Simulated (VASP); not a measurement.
# Ge (I4_1/amd) in VASP: single point with r2SCAN

Aim: the single point of Ge with r2SCAN.

Program: VASP 6.6.1. These are calculated values, not measurements. Logs are shortened: lines on timing, memory, paths and dates and some standing lists are left out, and cuts for length are marked.

**1. The cell of the first run**

Symmetry: I4_1/amd, No. 141, tetragonal system. The conventional cell has a = 5.149 Å, b = 5.149 Å, c = 3.039 Å, α = 90.00°, β = 90.00°, γ = 90.00°. Within 3.5 Å of Ge (site symmetry -4m2) lie 10 Ge at 2.68 to 3.44 Å.

**2. Single point, r2SCAN (strain +0.0875 x Voigt [0, 0, 1, 0, 0, 0])**

Contents of POSCAR:

```
Ge
1.0
   -2.5744897190      2.5744897190      1.5196862495
    2.5744897190     -2.5744897190      1.5196862495
    2.5744897190      2.5744897190     -1.5196862495
Ge
2
Direct
    0.2500000000      0.7500000000      0.5000000000
    0.5000000000      0.5000000000      0.0000000000
```

Contents of INCAR.step1:

```
  PREC = Accurate
  ENCUT = 520
  ISMEAR = 0
  SIGMA = 0.15
  LREAL = F
  LASPH = T
  NELM = 80
  NBANDS = 21
  GGA = PE
  ALGO = Normal
  EDIFF = 1E-4
  LWAVE = T
  LCHARG = F
```

Contents of INCAR.step2:

```
  PREC = Accurate
  ENCUT = 520
  EDIFF = 1E-7
  ISMEAR = 0
  SIGMA = 0.15
  LREAL = F
  LASPH = T
  NELM = 80
  ALGO = Normal
  ISIF = 2
  LWAVE = F
  LCHARG = F
  METAGGA = R2SCAN
  LMIXTAU = T
  NBANDS = 21
  ISTART = 1
```

Contents of KPOINTS:

```
Automatic mesh
0
Gamma
  20 20 20
```

Potentials or basis: VASP PAW PBE potentials, release 64 (Ge_d).

Started as:

```bash
$ cat potpaw_PBE.64/Ge_d/POTCAR > POTCAR
$ cp INCAR.step1 INCAR
$ mpirun -np 1 vasp_std > vasp.out
$ cp INCAR.step2 INCAR
$ mpirun -np 1 vasp_std > vasp.out
```

OUTCAR:

```text
PREC = Accurate
   ENCUT = 520
   EDIFF = 1E-7
   ISMEAR = 0
   LREAL = F
   LASPH = T
   NELM = 80
   ISIF = 2
   METAGGA = R2SCAN
   ISTART = 1

 ion  position               nearest neighbor table
   1  0.250  0.750  0.500-   2 2.68   2 2.68   2 2.68   2 2.68
   2  0.500  0.500  0.000-   1 2.68   1 2.68   1 2.68   1 2.68

  LATTYP: Found a body centered tetragonal cell.
 ALAT       =     5.1489794380
 C/A-ratio  =     0.5902863928

  Lattice vectors:

 A1 = (  -2.5744897190,   2.5744897190,   1.5196862495)
 A2 = (   2.5744897190,  -2.5744897190,   1.5196862495)
 A3 = (   2.5744897190,   2.5744897190,  -1.5196862495)

Analysis of symmetry for initial positions (statically):
=====================================================================
 Subroutine PRICEL returns:
 Original cell was already a primitive cell.

 Routine SETGRP: Setting up the symmetry group for a
 body centered tetragonal supercell.

 Subroutine GETGRP returns: Found 16 space group operations
 (whereof  8 operations were pure point group operations)
 out of a pool of 16 trial point group operations.

The static configuration has the point symmetry D_2d.
 The point group associated with its full space group is D_4h.

Analysis of symmetry for dynamics (positions and initial velocities):
=====================================================================
 Subroutine PRICEL returns:
 Original cell was already a primitive cell.

 Routine SETGRP: Setting up the symmetry group for a
 body centered tetragonal supercell.

 Subroutine GETGRP returns: Found 16 space group operations
 (whereof  8 operations were pure point group operations)
 out of a pool of 16 trial point group operations.

The dynamic configuration has the point symmetry D_2d.
 The point group associated with its full space group is D_4h.

 Subroutine INISYM returns: Found 16 space group operations
 (whereof  8 operations are pure point group operations),
 and found     1 'primitive' translations

----------------------------------------------------------------------------------------

                                     Primitive cell

  volume of cell :      40.2899

  direct lattice vectors                    reciprocal lattice vectors
[... 74 lines left out ...]
   ions per type =               2
   NGX,Y,Z   is equivalent  to a cutoff of  12.64, 12.64, 12.64 a.u.
   NGXF,Y,Z  is equivalent  to a cutoff of  25.28, 25.28, 25.28 a.u.
 SYSTEM =  unknown system
   PREC   = accura    normal or accurate (medium, high low for compatibility)
   ISTART =      1    job   : 0-new  1-cont  2-samecut
   ICHARG =      0    charge: 1-file 2-atom 10-const
   ISPIN  =      1    spin polarized calculation?
   LNONCOLLINEAR =      F non collinear calculations
   LSORBIT =      F    spin-orbit coupling
   LASPH  =      T    aspherical Exc in radial PAW
   ENCUT  =  520.0 eV  38.22 Ry    6.18 a.u.   7.34  7.34  7.34*2*pi/ulx,y,z
   NELM   =     80;   NELMIN=  2; NELMDL=  0     # of ELM steps
   EDIFF  = 0.1E-06   stopping-criterion for ELM
   LREAL  =      F    real-space projection
   EDIFFG = 0.1E-05   stopping-criterion for IOM
   NSW    =      0    number of steps for IOM
   IBRION =     -1    ionic relax: 0-MD 1-quasi-New 2-CG
   NFREE  =      0    steps in history (QN), initial steepest desc. (CG)
   ISIF   =      2    stress and relaxation
   ISYM   =      2    0-nonsym 1-usesym 2-fastsym
   POTIM  = 0.5000    time-step for ionic-motion
   TEBEG  =    0.0;   TEEND  =   0.0 temperature during run
   PSTRESS=    0.0 pullay stress
   NELECT =      28.0000    total number of electrons
   NUPDOWN=      -1.0000    fix difference up-down
   EMIN   =  10.00;   EMAX   =-10.00  energy-range for DOS
   EFERMI =   0.00;   METHOD = LEGACY
   ISMEAR =     0;   SIGMA  =   0.15  broadening in eV -4-tet -1-fermi 0-gaus
   EFERMI_NEDOS =   21; number of points for ismear=-14 and -15
   IALGO  =     38    algorithm
   IMIX   =      4    mixing-type and parameters
     AMIX     =   0.40;   BMIX     =  1.00
     AMIX_MAG =   1.60;   BMIX_MAG =  1.00
  volume/ion in A,a.u.               =      20.14       135.94
  Fermi-wavevector in a.u.,A,eV,Ry     =   1.450092  2.740276 28.609862  2.102766
  Thomas-Fermi vector in A             =   2.567743
   LORBIT       =      0    0 simple, 1 ext, 2 COOP (PROOUT), +10 PAW based schemes
   METAGGA = R2SCAN    functional components
   LHFCALC =     F    Hartree Fock is set to
   AEXX    =    0.0000 exact exchange contribution
   IVDW    =     0    specifies the selected vdW correction
   LEPSILON=     F    determine dielectric tensor
   LRPA    =     F    only Hartree local field effects (RPA)
 non-spin polarized calculation
 Gauss-broadening in eV      SIGMA  =   0.15
  energy-cutoff  :      520.00
  volume of cell :       40.29
 maximum number of plane-waves:      1117
 NGX is ok and might be reduce to    30
   NGX = 15   NGY = 15   NGZ = 15

 number of electron      28.0000015 magnetization

 Free energy of the ion-electron system (eV)
  ---------------------------------------------------
  ext. energy  EPLUGINS =         0.00000000
  ---------------------------------------------------
  free energy    TOTEN  =       -26.97474433 eV

  energy without entropy =      -26.96622837  energy(sigma->0) =      -26.97048635

 E-fermi :   5.7722     XC(G=0): -11.8910

 val. band max:        5.7717906483   @ k =   0.3500   0.2000   0.0000
 cond. band min:       5.7734054832   @ k =   0.2000   0.1000   0.0000
 fundamental gap:      0.0016148349
 Fermi energy:         5.7722074809

 k-point     1 :       0.0000    0.0000    0.0000
  band No.  band energies     occupation
      1     -19.6490      2.00000
      2     -19.5799      2.00000
      3     -19.5733      2.00000
      4     -19.5515      2.00000
      5     -19.5028      2.00000
      6     -19.5028      2.00000
[... 565 lines left out ...]
     20      15.0102      0.00000
     21      17.9233      0.00000

 [... further k-points ...]
[... 5 lines left out ...]
  --------------------------------------------------------------------------------------
  -------------------------------------------------------------------------------------
  Total       -1.0106697     -1.0106697     -1.4109809      0.0000000      0.0000000      0.0000000
  in kB      -40.1905164    -40.1905164    -56.1093802      0.0000000      0.0000000      0.0000000
  external PRESSURE =     -45.4968043 kB  Pullay stress =       0.0000000 kB

 VOLUME and BASIS-vectors are now :
 -----------------------------------------------------------------------------
  energy-cutoff  :      520.00
  volume of cell :       40.29
      direct lattice vectors                 reciprocal lattice vectors
    -2.574489719  2.574489719  1.519686250     0.000000000  0.194213244  0.329015282
     2.574489719 -2.574489719  1.519686250     0.194213244  0.000000000  0.329015282
     2.574489719  2.574489719 -1.519686250     0.194213244  0.194213244  0.000000000

 POSITION                                       TOTAL-FORCE (eV/Angst)
 -----------------------------------------------------------------------------------
      2.57449      0.00000      0.75984        -0.000000     -0.000000     -0.000000
      0.00000      0.00000      1.51969         0.000000      0.000000      0.000000
 -----------------------------------------------------------------------------------
    total drift:                                0.000000     -0.000000      0.000000

  FREE ENERGIE OF THE ION-ELECTRON SYSTEM (eV)
  ---------------------------------------------------
  free  energy   TOTEN  =       -26.9747443326 eV

  energy  without entropy=      -26.9662283715  energy(sigma->0) =      -26.97048635
```

OSZICAR.step1:

```text
N       E                     dE             d eps       ncg     rms          rms(c)
DAV:   1     0.179875225690E+03    0.17988E+03   -0.14287E+04 30371   0.375E+03
DAV:   2     0.163506981065E+02   -0.16352E+03   -0.15861E+03 27097   0.598E+02
DAV:   3    -0.784446170214E+01   -0.24195E+02   -0.24001E+02 30920   0.135E+02
DAV:   4    -0.856005718774E+01   -0.71560E+00   -0.71506E+00 29973   0.270E+01
DAV:   5    -0.857114094079E+01   -0.11084E-01   -0.11083E-01 30581   0.374E+00    0.193E+00
DAV:   6    -0.855735789164E+01    0.13783E-01   -0.18658E-02 36397   0.227E+00    0.110E+00
DAV:   7    -0.855190368210E+01    0.54542E-02   -0.16251E-02 36433   0.189E+00    0.105E-01
DAV:   8    -0.855185908512E+01    0.44597E-04   -0.27475E-03 33807   0.848E-01    0.364E-02
DAV:   9    -0.855186837414E+01   -0.92890E-05   -0.54288E-05 19618   0.907E-02
   1 F= -.85518684E+01 E0= -.85474808E+01  d E =-.877511E-02
```

It took 64 min on 1 thread of Intel Xeon 8259CL, shared host; peak memory 0.51 GiB.

What came out:

- Free energy: -26.9747 eV
- Pressure: -4.5 GPa
- Band gap on the k mesh: zero (bands 14 and 15 overlap by 5.46 eV)

Stress tensor (GPa, compression positive):
```
-4.02  0.00  0.00
 0.00 -4.02  0.00
 0.00  0.00 -5.61
```

Caveat: the cell differs from its parent crystal (strain +0.0875 x Voigt [0, 0, 1, 0, 0, 0]); the cell stands under tension; the PAW data sets were made with another functional, which shifts forces and pressure a little.
